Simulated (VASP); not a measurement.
# Al16O25 (a cell with a defect) in VASP: single point with PBE

Aim: the single point of Al16O25 (a cell with a defect) with PBE.

Program: VASP 6.6.1. These are calculated values, not measurements. Logs are shortened: lines on timing, memory, paths and dates and some standing lists are left out, and cuts for length are marked.

**1. The cell of the first run**

The cell holds a defect, 41 atoms: a = 7.069 Å, b = 7.069 Å, c = 7.069 Å, α = 85.73°, β = 85.73°, γ = 85.73°.

**2. Single point, PBE**

Contents of INCAR:

```
SYSTEM = Al16O25
  ALGO = Normal
  EDIFF = 1E-6
  ENCUT = 520
  GGA = PE
  ISIF = 2
  ISMEAR = 0
  LASPH = .True.
  LCHARG = .True.
  LELF = .True.
  LREAL = Auto
  LVHAR = .True.
  LWAVE = .False.
  NBANDS = 125
  NELECT = 200.0
  NELM = 80
  PREC = Accurate
  SIGMA = 0.02
```

Contents of KPOINTS:

```
Automatic mesh
0
Gamma
  2 2 2
  0.5 0.5 0.5
```

Contents of POSCAR:

```
Al16O25
1.0
   -4.8085976127     -2.7762451261      4.3749117470
    4.8085976127     -2.7762451261      4.3749117470
    0.0000000000      5.5524902522      4.3749117470
Al O
16 25
Direct
    0.1432610895      0.1182746090      0.1287294747
    0.6389581015      0.6550220153      0.1524086585
    0.6569965172      0.1572385128      0.6538934843
    0.1403493697      0.6360881449      0.6474083103
    0.3467501793      0.3549944365      0.3435544292
    0.8482020101      0.8571340026      0.3617822832
    0.8719617739      0.3937756910      0.8572827481
    0.3532229339      0.8761855205      0.8603961267
    0.6398406589      0.6605426683      0.6585254402
    0.1501096907      0.1496258238      0.6379809799
    0.1350183591      0.6533467330      0.1220605016
    0.6476419416      0.1551804037      0.1450775302
    0.8787278601      0.8589104125      0.8656514390
    0.3625693439      0.3627243921      0.8506848633
    0.3421577150      0.8516144315      0.3608960714
    0.8556413070      0.3569749914      0.3530182825
    0.3870929314      0.6083940715      0.7529794833
    0.9053990757      0.0970068028      0.7388881424
    0.8979506203      0.6048195856      0.2550684182
    0.4020384039      0.0963887787      0.2472897927
    0.4168176015      0.2561054506      0.5837684836
    0.8957997662      0.7522017711      0.6017532087
    0.9092687668      0.2561050503      0.0914004155
    0.3989988969      0.7600033771      0.1048996445
    0.5907696609      0.7561034670      0.4099102067
    0.0989487003      0.2566711699      0.3947159599
    0.0201614854      0.6206560615      0.8973992347
    0.6059204501      0.2555509623      0.9017121655
    0.7534183002      0.4157862643      0.5986142819
    0.2476653923      0.9038471374      0.6136387462
    0.2617614305      0.4153269539      0.0953196746
    0.7456353467      0.9073522576      0.1027082090
    0.2494467444      0.5998617079      0.4057797888
    0.7495235118      0.1052967530      0.4012583821
    0.6979605740      0.5960725810      0.9100262871
    0.2818742035      0.1290417993      0.8928537085
    0.5994137148      0.4068522522      0.2511156250
    0.0906113885      0.9160964046      0.3028365069
    0.1078700909      0.3833241097      0.7186608699
    0.5948251536      0.9123784542      0.7512097272
    0.1033721403     -0.1084495703     -0.0194562054
```

Potentials or basis: VASP PAW PBE potentials, release 64 (Al, O).

Run with:

```sh
$ cat potpaw_PBE.64/Al/POTCAR potpaw_PBE.64/O/POTCAR > POTCAR
$ mpirun -np 1 vasp_std > vasp.out
```

OUTCAR:

```text
SYSTEM = Al16O25
   EDIFF = 1E-6
   ENCUT = 520
   GGA = PE
   ISIF = 2
   ISMEAR = 0
   LASPH = .True.
   LREAL = Auto
   NELECT = 200.0
   NELM = 80
   PREC = Accurate

 ion  position               nearest neighbor table
   1  0.143  0.118  0.129-  38 1.86  36 1.87  23 1.88  41 2.03  20 2.06  26 2.18  31 2.31  15 2.78
                             5 2.87   8 2.90  14 2.95  16 2.98   6 3.17   7 3.25  11 3.30
   2  0.639  0.655  0.152-  35 1.80  24 1.84  37 1.87  32 1.99  25 2.00  19 2.02   6 2.72  15 2.81
                            16 2.86  13 2.91   7 3.18   5 3.22   8 3.23
   3  0.657  0.157  0.654-  21 1.87  40 1.89  18 1.91  34 1.91  28 1.93  29 2.00  14 2.79  16 2.81
                             7 2.87  13 2.92   6 3.23   8 3.23
   4  0.140  0.636  0.647-  39 1.85  33 1.85  22 1.90  27 1.90  17 1.94  30 2.08  14 2.78  13 2.79
                            15 2.81   7 2.90   8 2.92   5 3.23   6 3.23  11 3.36
   5  0.347  0.355  0.344-  21 1.87  33 1.89  31 1.91  37 1.91  26 1.93  20 2.00  10 2.79  12 2.81
                             1 2.87  11 2.92   2 3.22   4 3.23
   6  0.848  0.857  0.362-  38 1.80  22 1.84  34 1.87  19 1.99  25 2.00  32 2.02   2 2.72   9 2.81
                            12 2.86  11 2.91   1 3.17   3 3.23   4 3.23
   7  0.872  0.394  0.857-  35 1.86  39 1.87  23 1.88  27 2.03  29 2.06  28 2.17  18 2.31   9 2.78
                             3 2.87   4 2.90  10 2.95  12 2.98   2 3.18   1 3.25  13 3.30
   8  0.353  0.876  0.860-  36 1.85  40 1.85  24 1.90  41 1.90  30 1.94  17 2.08  10 2.78  11 2.79
                             9 2.81   1 2.90   4 2.92   3 3.23   2 3.23  13 3.36
   9  0.640  0.661  0.659-  35 1.87  25 1.88  17 1.91  29 1.92  40 1.94  22 1.97   7 2.78   8 2.81
                             6 2.81  13 2.83  14 3.15  15 3.24  16 3.36
  10  0.150  0.150  0.638-  39 1.78  30 1.84  18 1.87  26 1.88  36 2.08  21 2.08   8 2.78   5 2.79
                            14 2.79   7 2.95  15 3.15  13 3.18  16 3.20
  11  0.135  0.653  0.122-  31 1.86  27 1.87  41 1.90  19 1.90  24 2.06  33 2.21  38 2.32   8 2.79
                            15 2.83  13 2.90   6 2.91   5 2.92  14 3.18  16 3.25   1 3.30   4 3.36
  12  0.648  0.155  0.145-  28 1.85  32 1.87  20 1.89  37 1.98  34 2.00  23 2.03  16 2.70   5 2.81
                             6 2.86   7 2.98  14 3.21  13 3.25  15 3.36
  13  0.879  0.859  0.866-  18 1.86  41 1.87  27 1.90  32 1.90  22 2.06  40 2.22  35 2.32   4 2.79
                             9 2.83  11 2.90   2 2.91   3 2.92  10 3.18  12 3.25   7 3.30   8 3.36
  14  0.363  0.363  0.851-  36 1.78  17 1.84  31 1.87  28 1.88  39 2.08  21 2.08   4 2.78   3 2.79
                            10 2.79   1 2.95   9 3.15  11 3.18  12 3.21
  15  0.342  0.852  0.361-  38 1.87  25 1.88  30 1.91  20 1.92  33 1.94  24 1.97   1 2.78   4 2.81
                             2 2.81  11 2.83  10 3.15   9 3.24  12 3.36
  16  0.856  0.357  0.353-  26 1.85  19 1.87  29 1.89  34 1.98  37 2.00  23 2.03  12 2.70   3 2.81
                             2 2.86   1 2.98  10 3.20  11 3.25   9 3.36
  17  0.387  0.608  0.753-  14 1.84   9 1.91   4 1.94   8 2.08
  18  0.905  0.097  0.739-  13 1.86  10 1.87   3 1.91   7 2.31
  19  0.898  0.605  0.255-  16 1.87  11 1.90   6 1.99   2 2.02
  20  0.402  0.096  0.247-  12 1.89  15 1.92   5 2.00   1 2.06
  21  0.417  0.256  0.584-   3 1.87   5 1.87  10 2.08  14 2.08
  22  0.896  0.752  0.602-   6 1.84   4 1.90   9 1.97  13 2.06
[... 17 lines left out ...]
  40  0.595  0.912  0.751-   8 1.85   3 1.89   9 1.94  13 2.22
  41  0.103  0.892  0.981-  13 1.87  11 1.90   8 1.90   1 2.03

  LATTYP: Found a trigonal (rhomboedric) cell.
 ALAT       =     7.0689462295
 COS(alpha) =     0.0745402989

  Lattice vectors:

 A1 = (  -4.8085976127,  -2.7762451261,   4.3749117470)
 A2 = (   4.8085976127,  -2.7762451261,   4.3749117470)
 A3 = (   0.0000000000,   5.5524902522,   4.3749117470)

Analysis of symmetry for initial positions (statically):
=====================================================================
 Subroutine PRICEL returns:
 Original cell was already a primitive cell.

 Routine SETGRP: Setting up the symmetry group for a
 trigonal (rhombohedral) supercell.

 Subroutine GETGRP returns: Found  1 space group operations
 (whereof  1 operations were pure point group operations)
 out of a pool of 12 trial point group operations.

The static configuration has the point symmetry C_1 .

Analysis of symmetry for dynamics (positions and initial velocities):
=====================================================================
 Subroutine PRICEL returns:
 Original cell was already a primitive cell.

 Routine SETGRP: Setting up the symmetry group for a
 trigonal (rhombohedral) supercell.

 Subroutine GETGRP returns: Found  1 space group operations
 (whereof  1 operations were pure point group operations)
 out of a pool of 12 trial point group operations.

The dynamic configuration has the point symmetry C_1 .
[... 113 lines left out ...]

 Generating k-lattice:

  Cartesian coordinates                     Fractional coordinates (reciprocal lattice)
    -0.051990210 -0.030016562  0.038096007     0.500000000  0.000000000 -0.000000000
     0.051990210 -0.030016562  0.038096007     0.000000000  0.500000000 -0.000000000
     0.000000000  0.060033124  0.038096007    -0.000000000 -0.000000000  0.500000000

  Length of vectors
     0.071100504  0.071100504  0.071100504

  Shift w.r.t. Gamma in fractional coordinates (k-lattice)
     0.500000000  0.500000000  0.500000000

 Subroutine IBZKPT returns following result:
 ===========================================

 Found      4 irreducible k-points:

 Following reciprocal coordinates:
            Coordinates               Weight
  0.250000  0.250000  0.250000      2.000000
 -0.250000  0.250000  0.250000      2.000000
  0.250000 -0.250000  0.250000      2.000000
  0.250000  0.250000 -0.250000      2.000000
   k-points           NKPTS =      4   k-points in BZ     NKDIM =      4   number of bands    NBANDS=    125
   number of dos      NEDOS =    301   number of ions     NIONS =     41
   total plane-waves  NPLWV = 157464
   dimension x,y,z NGX =    54 NGY =   54 NGZ =   54
   dimension x,y,z NGXF=   108 NGYF=  108 NGZF=  108
   ions per type =              16  25
   NGX,Y,Z   is equivalent  to a cutoff of  12.70, 12.70, 12.70 a.u.
   NGXF,Y,Z  is equivalent  to a cutoff of  25.40, 25.40, 25.40 a.u.
 SYSTEM =  Al16O25
   PREC   = accura    normal or accurate (medium, high low for compatibility)
   ISTART =      0    job   : 0-new  1-cont  2-samecut
   ICHARG =      2    charge: 1-file 2-atom 10-const
   ISPIN  =      1    spin polarized calculation?
   LNONCOLLINEAR =      F non collinear calculations
   LSORBIT =      F    spin-orbit coupling
   LASPH  =      T    aspherical Exc in radial PAW
   ENCUT  =  520.0 eV  38.22 Ry    6.18 a.u.  13.14 13.14 13.14*2*pi/ulx,y,z
   NELM   =     80;   NELMIN=  2; NELMDL= -5     # of ELM steps
   EDIFF  = 0.1E-05   stopping-criterion for ELM
   LREAL  =      T    real-space projection
   EDIFFG = 0.1E-04   stopping-criterion for IOM
   NSW    =      0    number of steps for IOM
   IBRION =     -1    ionic relax: 0-MD 1-quasi-New 2-CG
   NFREE  =      0    steps in history (QN), initial steepest desc. (CG)
   ISIF   =      2    stress and relaxation
   ISYM   =      2    0-nonsym 1-usesym 2-fastsym
   POTIM  = 0.5000    time-step for ionic-motion
   TEBEG  =    0.0;   TEEND  =   0.0 temperature during run
   PSTRESS=    0.0 pullay stress
   NELECT =     200.0000    total number of electrons
   NUPDOWN=      -1.0000    fix difference up-down
   EMIN   =  10.00;   EMAX   =-10.00  energy-range for DOS
   EFERMI =   0.00;   METHOD = LEGACY
   ISMEAR =     0;   SIGMA  =   0.02  broadening in eV -4-tet -1-fermi 0-gaus
   EFERMI_NEDOS =   21; number of points for ismear=-14 and -15
   IALGO  =     38    algorithm
   IMIX   =      4    mixing-type and parameters
     AMIX     =   0.40;   BMIX     =  1.00
     AMIX_MAG =   1.60;   BMIX_MAG =  1.00
  volume/ion in A,a.u.               =       8.55        57.68
  Fermi-wavevector in a.u.,A,eV,Ry     =   1.357957  2.566166 25.089772  1.844046
  Thomas-Fermi vector in A             =   2.484831
   LORBIT       =      0    0 simple, 1 ext, 2 COOP (PROOUT), +10 PAW based schemes
   GGA     = PE    functional components
   LHFCALC =     F    Hartree Fock is set to
   AEXX    =    0.0000 exact exchange contribution
   IVDW    =     0    specifies the selected vdW correction
   LEPSILON=     F    determine dielectric tensor
   LRPA    =     F    only Hartree local field effects (RPA)
 non-spin polarized calculation
 Gauss-broadening in eV      SIGMA  =   0.02
  energy-cutoff  :      520.00
  volume of cell :      350.43
 maximum number of plane-waves:      9448
 NGX is ok and might be reduce to    54
   NGX = 27   NGY = 27   NGZ = 27

 number of electron     200.0000001 magnetization

 Free energy of the ion-electron system (eV)
  ---------------------------------------------------
  ext. energy  EPLUGINS =         0.00000000
  ---------------------------------------------------
  free energy    TOTEN  =      -283.03932546 eV

  energy without entropy =     -283.03932546  energy(sigma->0) =     -283.03932546

 E-fermi :   7.4545     XC(G=0): -11.7459

 val. band max:        7.3017290414   @ k =   0.2500   0.2500   0.2500
 cond. band min:      12.8559823545   @ k =   0.2500   0.2500   0.2500
 fundamental gap:      5.5542533131
 Fermi energy:         7.4544566328

 k-point     1 :       0.2500    0.2500    0.2500
  band No.  band energies     occupation
      1     -12.8811      2.00000
      2     -12.1842      2.00000
      3     -12.0865      2.00000
      4     -11.9722      2.00000
      5     -11.6452      2.00000
      6     -11.5498      2.00000
[... 449 lines left out ...]
    111      15.7135      0.00000
    112      15.8091      0.00000
 [bands above 112 left out]

------------------------ aborting loop because EDIFF is reached ----------------------------------------

  FORCE on cell =-STRESS in cart. coord.  units (eV):
  Direction    XX          YY          ZZ          XY          YZ          ZX
  --------------------------------------------------------------------------------------
  -------------------------------------------------------------------------------------
  Total       38.8520074     37.0923911     34.0664353     -1.5156708     -1.8691139      3.2170748
  in kB      177.6344731    169.5893672    155.7544563     -6.9297679     -8.5457375     14.7087223
  external PRESSURE =     167.6594322 kB  Pullay stress =       0.0000000 kB

 VOLUME and BASIS-vectors are now :
 -----------------------------------------------------------------------------
  energy-cutoff  :      520.00
  volume of cell :      350.43
      direct lattice vectors                 reciprocal lattice vectors
    -4.808597613 -2.776245126  4.374911747    -0.103980420 -0.060033124  0.076192013
     4.808597613 -2.776245126  4.374911747     0.103980420 -0.060033124  0.076192013
     0.000000000  5.552490252  4.374911747     0.000000000  0.120066247  0.076192013

 POSITION                                       TOTAL-FORCE (eV/Angst)
 -----------------------------------------------------------------------------------
     -0.12015     -0.01132      1.70738         0.009529     -0.007588      0.005850
      0.07724     -2.74616      6.32782        -0.003118     -0.004820     -0.004962
     -2.40314      1.37022      6.42293        -0.005215     -0.003927      0.000292
      2.38381      1.43915      6.22920         0.011803      0.002971     -0.001653
      0.03964     -0.04063      4.57309         0.000649     -0.000840      0.000737
      0.04295     -2.72564      9.04346         0.000007     -0.005011      0.002088
[... 33 lines left out ...]
      1.52699     -0.01328      9.88036        -0.005813     -0.008492      0.005758
      3.79003      2.68231      8.64249        -0.005479      0.004033     -0.006045
 -----------------------------------------------------------------------------------
    total drift:                               -0.012248     -0.005223     -0.005508

  FREE ENERGIE OF THE ION-ELECTRON SYSTEM (eV)
  ---------------------------------------------------
  free  energy   TOTEN  =      -283.0393254621 eV

  energy  without entropy=     -283.0393254621  energy(sigma->0) =     -283.03932546
```

It took 2.5 min on 1 thread of Intel Xeon 6975P-C (Granite Rapids), shared host; peak memory 0.41 GiB.

Results:

```yaml
Free_energy: -283.0393 eV
Largest_force: 0.020 eV/Å
```

Forces on the atoms (eV/Å):
```
Al   0.010 -0.008  0.006
Al  -0.003 -0.005 -0.005
Al  -0.005 -0.004  0.000
Al   0.012  0.003 -0.002
Al   0.001 -0.001  0.001
Al   0.000 -0.005  0.002
Al  -0.009  0.005  0.001
Al  -0.008  0.001  0.004
Al   0.002  0.006  0.001
Al  -0.007  0.012 -0.009
Al  -0.003  0.018  0.004
Al  -0.004 -0.005  0.000
Al   0.014  0.008 -0.010
Al   0.005  0.002  0.011
Al   0.007 -0.005  0.006
Al   0.004 -0.004 -0.004
O    0.005 -0.005  0.001
O   -0.005  0.002 -0.001
O    0.005 -0.003  0.002
O   -0.002 -0.002 -0.001
O   -0.007 -0.003  0.002
O    0.006  0.005  0.001
O    0.005  0.009  0.001
O    0.006  0.006 -0.001
O   -0.002 -0.004  0.003
O   -0.001 -0.008 -0.004
O    0.002 -0.013  0.011
O   -0.005 -0.001  0.000
O    0.002 -0.001 -0.005
O   -0.005 -0.001 -0.001
O   -0.009 -0.001  0.000
O    0.000  0.003  0.000
O   -0.009 -0.005 -0.003
O    0.007  0.001  0.007
O    0.008 -0.002  0.000
O   -0.010  0.002 -0.017
O    0.001  0.007 -0.002
O   -0.003  0.001 -0.006
O    0.006  0.000  0.008
O   -0.006 -0.008  0.006
O   -0.005  0.004 -0.006
```

Levels at points of the mesh, in eV from the Fermi level:
```tsv
k point	band 97	band 98	band 99	band 100	band 101	band 102	band 103	band 104
(0.25, 0.25, 0.25)	-1.32	-0.74	-0.58	-0.15	5.40	7.19	7.28	7.32
```

Caveat: the cell carries a net charge on a neutralising background, which shifts energy and pressure; the cell is charged against a uniform background, so pressure and absolute levels hang on convention.
